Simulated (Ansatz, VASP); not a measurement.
**One calculation of Ta2N, two programs**

```
Ta N
1.0
     2.87597    0.00000    0.00000
    -1.43798    2.49066    0.00000
     0.00000    0.00000    5.08442
Ta N
2 1
Direct
  0.66667 0.33333 0.74637
  0.33333 0.66667 0.25363
  0.00000 0.00000 0.00000
```

Alike in both runs: task single point; functional PBEsol; k mesh 18 × 18 × 10; occupations gaussian, width 0.15 eV; no spin polarisation.

```csv
,VASP,Ansatz
version,VASP 6.6.1,Ansatz 0.2.0
potentials or method,"VASP PAW PBE potentials, release 64 (Ta_pv, N), cutoff 520 eV","scalar-relativistic, plane waves, PAW"
valence electrons in the cell,27,31
```

```tsv
	VASP	Ansatz	Ansatz less VASP
gap on the k mesh at the Fermi level (eV)	none	none	-
rms of the force components (eV/Å)	0.830	0.796	-0.0349
```

VASP's potentials were made for PBE, not for PBEsol, and Ansatz warns of the same on its side. Atom by atom the forces differ by 0.035 eV/Å (rms over components). A gap of «none» marks a metal or a gap that the smearing closes. VASP's potentials hold 27 valence electrons a cell and Ansatz's 31, so a difference there can come from the potentials and not from the codes.

Spin-orbit coupling is off throughout.
